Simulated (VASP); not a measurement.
# Ge2Sb2Te5 (P-3m1) in VASP: single point with PBE

Aim: the single point of Ge2Sb2Te5 with PBE.

Program: VASP 6.6.1. These are calculated values, not measurements. Logs are shortened: lines on timing, memory, paths and dates and some standing lists are left out, and cuts for length are marked.

### 1 The cell of the first run

Symmetry: P-3m1, No. 164, trigonal system. The conventional cell has a = 4.264 Å, b = 4.264 Å, c = 21.066 Å, α = 90.00°, β = 90.00°, γ = 120.00°. Within 3.7 Å of Ge (site symmetry 3m) lie 6 Te at 2.84 to 3.32 Å. Within 4.0 Å of Sb (site symmetry 3m) lie 6 Te at 3.02 to 3.19 Å. Te (site symmetry -3m) has 6 Sb at 3.19 Å and 6 Te at 4.26 Å within 4.3 Å. Within 4.0 Å of Te (site symmetry 3m) lie 3 Sb at 3.02 Å and 3 Ge at 3.32 Å. Within 3.7 Å of Te (site symmetry 3m) lie 3 Ge at 2.84 Å.

### 2 Single point, PBE (the distance across one plane changed)

The input, INCAR:

```
SYSTEM = Ge2Sb2Te5
PREC = Accurate ; ENCUT = 520
EDIFF = 1E-6 ; ISMEAR = 0
SIGMA = 0.15 ; LREAL = .False.
LASPH = .True. ; NELM = 60
ALGO = Normal ; ISIF = 2
LWAVE = .False. ; LCHARG = .True.
GGA = PE ; LELF = .True.
LVHAR = .True. ; NBANDS = 44
```

The input, KPOINTS:

```
Automatic mesh
0
Gamma
  11 11 3
  0 0 0
```

The input, POSCAR:

```
Ge2Sb2Te5
1.0
   -4.2638280272      0.0000000000      0.0000000000
   -2.1319140136     -3.6925833890      0.0000000000
    0.0000000000      0.0000000000     21.0657398959
Ge Sb Te
2 2 5
Direct
    0.0000000000      0.0000000000      0.7135842463
    1.0000000000      1.0000000000      0.1440044254
    0.3333333333      0.3333333333      0.5250678719
    0.6666666667      0.6666666667      0.3325207998
    1.0000000000      1.0000000000      0.4287943359
    0.3333333333      0.3333333333      0.2496185159
    0.6666666667      0.6666666667      0.6079701558
    0.3333333333      0.3333333333      0.7807521685
    0.6666666667      0.6666666667      0.0768365032
```

Potentials or basis: VASP PAW PBE potentials, release 64 (Ge_d, Sb, Te).

On the command line:

```bash
$ cat potpaw_PBE.64/Ge_d/POTCAR potpaw_PBE.64/Sb/POTCAR potpaw_PBE.64/Te/POTCAR > POTCAR
$ mpirun -np 1 vasp_std > vasp.out
```

OUTCAR:

```text
SYSTEM = Ge2Sb2Te5
   PREC = Accurate
   ENCUT = 520
   EDIFF = 1E-6
   ISMEAR = 0
   LREAL = .False.
   LASPH = .True.
   NELM = 60
   ISIF = 2
   GGA = PE

 ion  position               nearest neighbor table
   1  0.000  0.000  0.714-   8 2.84   8 2.84   8 2.84
   2  0.000  0.000  0.144-   9 2.84   9 2.84   9 2.84
   3  0.333  0.333  0.525-   7 3.02   7 3.02   7 3.02   5 3.19   5 3.19   5 3.19
   4  0.667  0.667  0.333-   6 3.02   6 3.02   6 3.02   5 3.19   5 3.19   5 3.19
   5  0.000  0.000  0.429-   3 3.19   3 3.19   3 3.19   4 3.19   4 3.19   4 3.19
   6  0.333  0.333  0.250-   4 3.02   4 3.02   4 3.02
   7  0.667  0.667  0.608-   3 3.02   3 3.02   3 3.02
   8  0.333  0.333  0.781-   1 2.84   1 2.84   1 2.84
   9  0.667  0.667  0.077-   2 2.84   2 2.84   2 2.84

  LATTYP: Found a hexagonal cell.
 ALAT       =     4.2638280273
 C/A-ratio  =     4.9405697794

  Lattice vectors:

 A1 = (   2.1319140136,   3.6925833890,   0.0000000000)
 A2 = (  -4.2638280272,   0.0000000000,   0.0000000000)
 A3 = (   0.0000000000,   0.0000000000,  21.0657398959)

Analysis of symmetry for initial positions (statically):
=====================================================================
 Subroutine PRICEL returns:
 Original cell was already a primitive cell.

 Routine SETGRP: Setting up the symmetry group for a
 hexagonal supercell.

 Subroutine GETGRP returns: Found 12 space group operations
 (whereof  6 operations were pure point group operations)
 out of a pool of 24 trial point group operations.

The static configuration has the point symmetry C_3v.
 The point group associated with its full space group is D_3d.

Analysis of symmetry for dynamics (positions and initial velocities):
=====================================================================
 Subroutine PRICEL returns:
 Original cell was already a primitive cell.

 Routine SETGRP: Setting up the symmetry group for a
 hexagonal supercell.

 Subroutine GETGRP returns: Found 12 space group operations
 (whereof  6 operations were pure point group operations)
 out of a pool of 24 trial point group operations.

The dynamic configuration has the point symmetry C_3v.
 The point group associated with its full space group is D_3d.

 Subroutine INISYM returns: Found 12 space group operations
 (whereof  6 operations are pure point group operations),
 and found     1 'primitive' translations

[... 113 lines left out ...]
   NFREE  =      0    steps in history (QN), initial steepest desc. (CG)
   ISIF   =      2    stress and relaxation
   ISYM   =      2    0-nonsym 1-usesym 2-fastsym
   POTIM  = 0.5000    time-step for ionic-motion
   TEBEG  =    0.0;   TEEND  =   0.0 temperature during run
   PSTRESS=    0.0 pullay stress
   NELECT =      68.0000    total number of electrons
   NUPDOWN=      -1.0000    fix difference up-down
   EMIN   =  10.00;   EMAX   =-10.00  energy-range for DOS
   EFERMI =   0.00;   METHOD = LEGACY
   ISMEAR =     0;   SIGMA  =   0.15  broadening in eV -4-tet -1-fermi 0-gaus
   EFERMI_NEDOS =   21; number of points for ismear=-14 and -15
   IALGO  =     38    algorithm
   IMIX   =      4    mixing-type and parameters
     AMIX     =   0.40;   BMIX     =  1.00
     AMIX_MAG =   1.60;   BMIX_MAG =  1.00
  volume/ion in A,a.u.               =      36.85       248.69
  Fermi-wavevector in a.u.,A,eV,Ry     =   0.965329  1.824208 12.678738  0.931861
  Thomas-Fermi vector in A             =   2.095037
   LORBIT       =      0    0 simple, 1 ext, 2 COOP (PROOUT), +10 PAW based schemes
   GGA     = PE    functional components
   LHFCALC =     F    Hartree Fock is set to
   AEXX    =    0.0000 exact exchange contribution
   IVDW    =     0    specifies the selected vdW correction
   LEPSILON=     F    determine dielectric tensor
   LRPA    =     F    only Hartree local field effects (RPA)
 non-spin polarized calculation
 Gauss-broadening in eV      SIGMA  =   0.15
  energy-cutoff  :      520.00
  volume of cell :      331.67
 maximum number of plane-waves:      8972
   NGX = 15   NGY = 15   NGZ = 79

 number of electron      68.0000023 magnetization

 Free energy of the ion-electron system (eV)
  ---------------------------------------------------
  ext. energy  EPLUGINS =         0.00000000
  ---------------------------------------------------
  free energy    TOTEN  =       -33.82471058 eV

  energy without entropy =      -33.82150353  energy(sigma->0) =      -33.82310705

 E-fermi :   4.2433     XC(G=0):  -8.2058

 val. band max:        4.0822256974   @ k =   0.1818   0.0909   0.0000
 cond. band min:       4.2610811139   @ k =   0.0000   0.0000   0.0000
 fundamental gap:      0.1788554165
 Fermi energy:         4.2432954110

 k-point     1 :       0.0000    0.0000    0.0000
  band No.  band energies     occupation
      1     -20.4506      2.00000
      2     -20.4506      2.00000
      3     -20.4506      2.00000
      4     -20.4506      2.00000
      5     -20.4376      2.00000
      6     -20.4376      2.00000
[... 1117 lines left out ...]
     43       7.3390      0.00000
     44       7.6195      0.00000

 [... further k-points ...]

------------------------ aborting loop because EDIFF is reached ----------------------------------------

  FORCE on cell =-STRESS in cart. coord.  units (eV):
  Direction    XX          YY          ZZ          XY          YZ          ZX
  --------------------------------------------------------------------------------------
  -------------------------------------------------------------------------------------
  Total       -0.4477339     -0.4477339      0.1716733      0.0000000      0.0000000      0.0000000
  in kB       -2.1628375     -2.1628375      0.8292903      0.0000000      0.0000000      0.0000000
  external PRESSURE =      -1.1654615 kB  Pullay stress =       0.0000000 kB

 VOLUME and BASIS-vectors are now :
 -----------------------------------------------------------------------------
  energy-cutoff  :      520.00
  volume of cell :      331.67
      direct lattice vectors                 reciprocal lattice vectors
    -4.263828027  0.000000000  0.000000000    -0.234531035  0.135406556  0.000000000
    -2.131914014 -3.692583389  0.000000000     0.000000000 -0.270813112  0.000000000
     0.000000000  0.000000000 21.065739896     0.000000000  0.000000000  0.047470443

 POSITION                                       TOTAL-FORCE (eV/Angst)
 -----------------------------------------------------------------------------------
      0.00000      0.00000     15.03218        -0.000000      0.000000      0.015071
      0.00000      0.00000      3.03356        -0.000000     -0.000000     -0.015071
     -2.13191     -1.23086     11.06094         0.000000      0.000000     -0.019460
     -4.26383     -2.46172      7.00480        -0.000000     -0.000000      0.019460
      0.00000      0.00000      9.03287         0.000000     -0.000000      0.000000
     -2.13191     -1.23086      5.25840         0.000000     -0.000000     -0.025177
     -4.26383     -2.46172     12.80734        -0.000000      0.000000      0.025177
     -2.13191     -1.23086     16.44712        -0.000000      0.000000     -0.005383
     -4.26383     -2.46172      1.61862         0.000000     -0.000000      0.005383
 -----------------------------------------------------------------------------------
    total drift:                                0.000000      0.000000      0.000383

  FREE ENERGIE OF THE ION-ELECTRON SYSTEM (eV)
  ---------------------------------------------------
  free  energy   TOTEN  =       -33.8247105781 eV

  energy  without entropy=      -33.8215035310  energy(sigma->0) =      -33.82310705
```

OSZICAR:

```text
N       E                     dE             d eps       ncg     rms          rms(c)
DAV:   1     0.598259056060E+03    0.59826E+03   -0.27267E+04  4612   0.191E+03
DAV:   2     0.612839613540E+02   -0.53698E+03   -0.51548E+03  4080   0.505E+02
DAV:   3    -0.279415277855E+02   -0.89225E+02   -0.86791E+02  4424   0.149E+02
DAV:   4    -0.338807039778E+02   -0.59392E+01   -0.58830E+01  4460   0.442E+01
DAV:   5    -0.341446832553E+02   -0.26398E+00   -0.26349E+00  5436   0.923E+00    0.100E+01
DAV:   6    -0.339234708585E+02    0.22121E+00   -0.18938E+00  5380   0.584E+00    0.792E+00
DAV:   7    -0.339957853543E+02   -0.72314E-01   -0.28375E+00  4912   0.536E+00    0.294E+00
DAV:   8    -0.338178386201E+02    0.17795E+00   -0.72900E-01  4992   0.348E+00    0.605E-01
DAV:   9    -0.338262758571E+02   -0.84372E-02   -0.14193E-01  4512   0.126E+00    0.695E-01
DAV:  10    -0.338258271135E+02    0.44874E-03   -0.10014E-02  5072   0.355E-01    0.616E-01
DAV:  11    -0.338259963076E+02   -0.16919E-03   -0.55338E-04  4600   0.970E-02    0.514E-01
DAV:  12    -0.338248618532E+02    0.11345E-02   -0.38569E-03  4552   0.225E-01    0.526E-01
DAV:  13    -0.338249087053E+02   -0.46852E-04   -0.67995E-04  4416   0.103E-01    0.382E-01
DAV:  14    -0.338248461938E+02    0.62512E-04   -0.53791E-05  4776   0.264E-02    0.330E-01
DAV:  15    -0.338247013414E+02    0.14485E-03   -0.22204E-04  4048   0.427E-02    0.140E-01
DAV:  16    -0.338247070337E+02   -0.56923E-05   -0.33222E-04  4332   0.490E-02    0.116E-01
DAV:  17    -0.338247108280E+02   -0.37942E-05   -0.42685E-05  3824   0.216E-02    0.130E-01
DAV:  18    -0.338247105781E+02    0.24984E-06   -0.14799E-06  3176   0.540E-03
   1 F= -.33824711E+02 E0= -.33823107E+02  d E =-.320705E-02
```

stdout:

```text
POSCAR found type information on POSCAR GeSbTe
 POSCAR found :  3 types and       9 ions
 scaLAPACK will be used
 LDA part: xc-table for (Slater+PW92), standard interpolation
 POSCAR, INCAR and KPOINTS ok, starting setup
 FFT: planning ... GRIDC
 FFT: planning ... GRID_SOFT
 FFT: planning ... GRID
 WAVECAR not read
 entering main loop
```

It took 21 min on 1 thread of Intel Xeon 8259CL, shared host; peak memory 0.78 GiB.

Results:

- Free energy: -33.8247 eV
- Pressure: -0.1 GPa
- Largest force: 0.025 eV/Å
- Band gap on the k mesh: 0.18 eV (least direct gap 0.43 eV)

Forces on the atoms (eV/Å):
```
Ge   0.000  0.000  0.015
Ge   0.000  0.000 -0.015
Sb   0.000  0.000 -0.019
Sb   0.000  0.000  0.019
Te   0.000  0.000  0.000
Te   0.000  0.000 -0.025
Te   0.000  0.000  0.025
Te   0.000  0.000 -0.005
Te   0.000  0.000  0.005
```

Stress tensor (GPa, compression positive):
```
-0.22  0.00  0.00
 0.00 -0.22  0.00
 0.00  0.00  0.08
```

Caveat: the cell differs from its parent crystal (the distance across one plane changed); spin-orbit coupling is left out, which moves the levels of the heavy elements; an odd mesh through Γ misses points on the zone boundary, where band edges can lie.
